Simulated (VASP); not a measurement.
Write the native input for VASP 6.6.1 that does the following.

```
Task                               : band structure
Functional                         : HSE06
Potentials or basis                : VASP PAW PBE potentials, release 64 (K_sv, Cl)
Cutoff                             : 520 eV
k mesh                             : 6 × 6 × 6
Occupations                        : gaussian, width 0.02 eV
Spin                               : no spin polarisation
Grid for exact exchange (PRECFOCK) : Fast
Further INCAR settings             : ALGO = Normal; EDIFF = 1e-07; NBANDS = 15
Share of exact exchange            : 0.25
Screening parameter                : 0.2 1/Å
```

The system is KCl.

```
K Cl
1.0
     0.00000    3.14647    3.14647
     3.14647    0.00000    3.14647
     3.14647    3.14647    0.00000
K Cl
1 1
Direct
  0.00000 0.00000 0.00000
  0.50000 0.50000 0.50000
```

One way to write it, as run:

POSCAR

```
KCl
1.0
    0.0000000000      3.1464700000      3.1464700000
    3.1464700000      0.0000000000      3.1464700000
    3.1464700000      3.1464700000      0.0000000000
K Cl
1 1
Direct
    0.0000000000      0.0000000000      0.0000000000
    0.5000000000      0.5000000000      0.5000000000
```

INCAR.step1

```
PREC = Accurate
ENCUT = 520
EDIFF = 1E-5
ISMEAR = 0
SIGMA = 0.02
LREAL = False
LASPH = True
NELM = 60
ALGO = Normal
ISIF = 2
LWAVE = True
LCHARG = False
NBANDS = 15
GGA = PE
KPAR = 4
```

INCAR.step2

```
PREC = Accurate
ENCUT = 520
EDIFF = 1E-7
ISMEAR = 0
SIGMA = 0.02
LREAL = False
LASPH = True
NELM = 60
ALGO = Normal
ISIF = 2
LWAVE = False
LCHARG = False
GGA = PE
LHFCALC = True
HFSCREEN = 0.2
PRECFOCK = Fast
NBANDS = 15
ISTART = 1
KPAR = 4
```

KPOINTS

```
regular mesh
0
Gamma
  6 6 6
```

KPOINTS_OPT

```
path GXWKGLUWLK,UX
12
line-mode
reciprocal
 0.0000000000  0.0000000000  0.0000000000  G
 0.5000000000  0.0000000000  0.5000000000  X

 0.5000000000  0.0000000000  0.5000000000  X
 0.5000000000  0.2500000000  0.7500000000  W

 0.5000000000  0.2500000000  0.7500000000  W
 0.3750000000  0.3750000000  0.7500000000  K

 0.3750000000  0.3750000000  0.7500000000  K
 0.0000000000  0.0000000000  0.0000000000  G

 0.0000000000  0.0000000000  0.0000000000  G
 0.5000000000  0.5000000000  0.5000000000  L

 0.5000000000  0.5000000000  0.5000000000  L
 0.6250000000  0.2500000000  0.6250000000  U

 0.6250000000  0.2500000000  0.6250000000  U
 0.5000000000  0.2500000000  0.7500000000  W

 0.5000000000  0.2500000000  0.7500000000  W
 0.5000000000  0.5000000000  0.5000000000  L

 0.5000000000  0.5000000000  0.5000000000  L
 0.3750000000  0.3750000000  0.7500000000  K

 0.6250000000  0.2500000000  0.6250000000  U
 0.5000000000  0.0000000000  0.5000000000  X
```

Potentials or basis: VASP PAW PBE potentials, release 64 (K_sv, Cl).

Launch:

```bash
$ cat potpaw_PBE.64/K_sv/POTCAR potpaw_PBE.64/Cl/POTCAR > POTCAR
$ cp INCAR.step1 INCAR
$ mpirun -np 4 vasp_std > vasp.out
$ cp INCAR.step2 INCAR
$ mpirun -np 4 vasp_std > vasp.out
```

It gave:

* Pressure: 0.5 GPa
* Band gap on the k mesh: 6.52 eV
* Band gap along the path: 6.52 eV

Caveat: the PAW data sets were made with another functional, which shifts forces and pressure a little.

Run time: 53 min on 4 MPI ranks on Intel(R) Xeon(R) Platinum 8259CL CPU @ 2.50GHz (Skylake/Cascade Lake), with other jobs on the host, peak memory 0.42 GiB a rank.
